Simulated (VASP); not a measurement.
Wanted: the native input for a VASP 6.6.1 run.

```yaml
Task: relaxation of cell and atoms
Functional: PBE
Potentials_or_basis: VASP PAW PBE potentials, release 64 (Na_pv, Al, O)
Cutoff: 600 eV
k_mesh: 10 × 10 × 4
Occupations: gaussian, width 0.1 eV
Spin: collinear spin, ferromagnetic start
Starting_moments: "[0.0, 0.0, 0.0, 0.0, 0.44] μB"
Dipole_correction: no
Further_INCAR_settings: ALGO = Fast; EDIFF = 1e-06; IBRION = 2; EDIFFG = -0.01; NSW = 100; ISIF = 3
```

The structure of Na2Al2O lies in POSCAR:

```
Na2Al2O
1.0
    3.5211221723      0.0000000000      0.0000000000
    0.0000000000      3.5211221723      0.0000000000
    0.0000000000      0.0000000000      8.8181979508
Na Al O
2 2 1
Direct
    0.0000000000      0.0000000000      0.6376256817
    0.0000000000      0.0000000000      0.3623743183
    0.0000000000      0.5000000000      0.0000000000
    0.5000000000      0.0000000000      0.0000000000
    0.5000000000      0.5000000000      0.5000000000
```

The cell was generated, and may not be a known phase.

These files were run (other wordings do the same):

INCAR

```
SYSTEM = Na2Al2O
  PREC = Accurate
  ENCUT = 600
  EDIFF = 1E-6
  ISMEAR = 0
  SIGMA = 0.1
  LREAL = .FALSE.
  LASPH = .TRUE.
  NELM = 150
  ALGO = Fast
  ISIF = 3
  LWAVE = .FALSE.
  LCHARG = .FALSE.
  ISPIN = 2
  MAGMOM = 0 0 0 0 0.44
  LORBIT = 11
  GGA = PE
  IBRION = 2
  NSW = 100
  EDIFFG = -0.01
  KPAR = 4
```

KPOINTS

```
regular mesh
0
G
  10 10 4
  0 0 0
```

Potentials or basis: VASP PAW PBE potentials, release 64 (Na_pv, Al, O).

Run with:

```sh
$ cat potpaw_PBE.64/Na_pv/POTCAR potpaw_PBE.64/Al/POTCAR potpaw_PBE.64/O/POTCAR > POTCAR
$ mpirun -np 4 vasp_std > vasp.out
```

It gave:

The relaxed volume is 21.96 Å³/atom, the relaxed cell is a = 3.517 Å, b = 3.517 Å, c = 8.875 Å, α = 90.00°, β = 90.00°, γ = 90.00° and the space group after relaxing (to 0.1 Å) is P4/mmm (No. 123). The energy gained by relaxing is 0.5 meV/atom. The ionic steps are 6. The pressure after relaxing is 0.0 GPa. The largest force after relaxing is 0.003 eV/Å. The net moment is -0.37 μB per cell, the site moments are Na +0.01; Al +0.00; O -0.34 μB and the valence electrons inside the program's atomic spheres are Na 6.02; Al 0.85; O 4.79.

Caveat: a moment this small can come from the mesh or the smearing.

Wall time 7.5 min on 4 MPI ranks on Oxide Virtual Turin-like Processor (shared host), peak memory 0.4 GiB a rank.
